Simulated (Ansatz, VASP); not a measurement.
## One calculation of Ga2O3, two programs

```
CELL_PARAMETERS angstrom
2.50021 1.44350 4.48320
-2.50021 1.44350 4.48320
0.00000 -2.88699 4.48320
ATOMIC_POSITIONS crystal
Ga 0.35571 0.35571 0.35571
Ga 0.14429 0.14429 0.14429
Ga 0.64429 0.64429 0.64429
Ga 0.85571 0.85571 0.85571
O 0.55277 0.94723 0.25000
O 0.25000 0.55277 0.94723
O 0.94723 0.25000 0.55277
O 0.44723 0.05277 0.75000
O 0.75000 0.44723 0.05277
O 0.05277 0.75000 0.44723
```

Alike in both runs: functional PBEsol; k mesh 6 × 6 × 6; occupations gaussian, width 0.02 eV; no spin polarisation.

Ansatz relaxed the structure, and its values are those at the end. VASP's run is a single point on that final structure, the one shown.

|  | VASP | Ansatz |
| --- | --- | --- |
| version | VASP 6.6.1 | Ansatz 0.2.0 |
| potentials or method | VASP PAW PBE potentials, release 64 (Ga_d, O), cutoff 520 eV | scalar-relativistic, plane waves, PAW |
| valence electrons in the cell | 88 | 88 |

```tsv
	VASP	Ansatz	Ansatz less VASP
gap on the k mesh at the Fermi level (eV)	2.70	2.70	-0.001
least direct gap on the mesh (eV)	2.96	2.96	-0.002
pressure (GPa)	0.7	0.0	-0.68
rms of the force components (eV/Å)	0.012	0.000	-0.0116
```

VASP's potentials were made for PBE, not for PBEsol, and Ansatz warns of the same on its side.
